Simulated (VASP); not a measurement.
Wanted: the native input for a VASP 6.6.1 run.

| Quantity | Value |
| --- | --- |
| Task | single point |
| Functional | PBE |
| Potentials or basis | VASP PAW PBE potentials, release 64 (Pb_d, S) |
| Cutoff | 520 eV |
| k mesh | 14 × 14 × 14 |
| Occupations | gaussian, width 0.1 eV |
| Spin | no spin polarisation |
| Dipole correction | no |
| Further INCAR settings | ALGO = Normal; EDIFF = 1e-07; NBANDS = 32 |

The structure of Pb3S lies in POSCAR:

```
Pb3S
1.0
   -2.2864838354      2.2864838354      5.4686363172
    2.2864838354     -2.2864838354      5.4686363172
    2.2864838354      2.2864838354     -5.4686363172
Pb S
3 1
Direct
    0.5000000000      0.5000000000      0.0000000000
    0.2500000000      0.7500000000      0.5000000000
    0.7500000000      0.2500000000      0.5000000000
    0.0000000000      0.0000000000      0.0000000000
```

The input as run:

INCAR

```
SYSTEM = Pb3S
PREC     = Accurate       ! precision mode
ENCUT    = 520            ! plane-wave cutoff, eV
EDIFF    = 1E-7           ! SCF threshold, eV
ISMEAR   = 0              ! smearing method
SIGMA    = 0.1            ! smearing width, eV
LREAL    = .FALSE.        ! projectors in reciprocal space
LASPH    = .TRUE.         ! aspherical terms in the spheres
NELM     = 60             ! most SCF steps
ALGO     = Normal         ! electronic algorithm
ISIF     = 2              ! what is computed and relaxed
LWAVE    = .FALSE.        ! write WAVECAR
LCHARG   = .FALSE.        ! write CHGCAR
GGA      = PE             ! functional
NBANDS   = 32             ! bands
```

KPOINTS

```
Automatic mesh
0
G
  14 14 14
  0 0 0
```

Potentials or basis: VASP PAW PBE potentials, release 64 (Pb_d, S).

Launch:

```console
$ cat potpaw_PBE.64/Pb_d/POTCAR potpaw_PBE.64/S/POTCAR > POTCAR
$ mpirun -np 1 vasp_std > vasp.out
```

It gave:

```json
{
 "Pressure": "-0.1 GPa",
 "Band gap on the k mesh": "zero (bands 24 and 25 overlap by 0.97 eV)"
}
```

Caveat: spin-orbit coupling is left out, which moves the levels of the heavy elements.

Wall time 14 min on 1 thread of Intel(R) Xeon(R) 6975P-C (Granite Rapids), with other jobs on the host, peak memory 0.82 GiB.
